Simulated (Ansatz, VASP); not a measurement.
# TaH5: VASP beside Ansatz

Contents of INCAR:

```
PREC = Accurate ; ENCUT = 520
EDIFF = 1E-6 ; ISMEAR = 0
SIGMA = 0.1 ; LREAL = F
LASPH = T ; NELM = 80
ALGO = Normal ; ISIF = 2
LWAVE = F ; LCHARG = F
GGA = PE ; NBANDS = 17
```

KPOINTS

```
Automatic mesh
0
Gamma
  6 6 4
```

Contents of POSCAR:

```
TaH5
1.0
    3.9925355400      0.0000000000      0.0000000000
   -1.9962677700      3.4576372000      0.0000000000
    0.0000000000      0.0000000000      3.9692342400
Ta H
1 5
Direct
    0.0000000000      0.0000000000      0.5000000000
    0.6700041300      0.0000000000      0.0000000000
    0.3299958700      0.3299958700      0.0000000000
    0.0000000000      0.6700041300      0.0000000000
    0.6666666700      0.3333333300      0.5000000000
    0.3333333300      0.6666666700      0.5000000000
```

Input for Ansatz:

```yaml
crystal:
  lattice:
    - [3.99253554, 0.0, 0.0]
    - [-1.99626777, 3.4576372, 0.0]
    - [0.0, 0.0, 3.96923424]
  atoms:
    - { symbol: Ta, position: [0.0, 0.0, 0.5] }
    - { symbol: H, position: [0.67000413, 0.0, 0.0] }
    - { symbol: H, position: [0.32999587, 0.32999587, 0.0] }
    - { symbol: H, position: [0.0, 0.67000413, 0.0] }
    - { symbol: H, position: [0.66666667, 0.33333333, 0.5] }
    - { symbol: H, position: [0.33333333, 0.66666667, 0.5] }
basis:
  ecutwfc: 420
kpoints:
  mp_grid: { grid: [6, 6, 4] }
hamiltonian:
  xc: pbe
scf:
  occupations: { method: gaussian, width: 0.1 }
  lower_state_search: "off"
output:
  forces: true
  stress: true
  eigenvalues: true
```

Change from the starting cell: species swapped into the MgSn5 type (P-62m, No. 189).

Alike in both runs: task single point; functional PBE; k mesh 6 × 6 × 4; occupations gaussian, width 0.1 eV; no spin polarisation.

|  | VASP | Ansatz |
| --- | --- | --- |
| version | VASP 6.6.1 | Ansatz 0.2.0 |
| potentials or method | VASP PAW PBE potentials, release 64 (Ta_pv, H), cutoff 520 eV | scalar-relativistic, plane waves, PAW |
| valence electrons in the cell | 16 | 18 |

```tsv
	VASP	Ansatz	Ansatz less VASP
gap on the k mesh at the Fermi level (eV)	none	none	-
rms of the force components (eV/Å)	0.470	0.470	-0.0001
```

Atom by atom the forces differ by 0.000 eV/Å (rms over components). A gap of «none» marks a metal or a gap that the smearing closes. With one functional, cell and mesh, what is left measures potentials, basis and numerics. VASP's potentials hold 16 valence electrons a cell and Ansatz's 18, so a difference there can come from the potentials and not from the codes.

The k mesh is coarse, so the values compare programs but aren't converged. Spin-orbit coupling is off throughout.
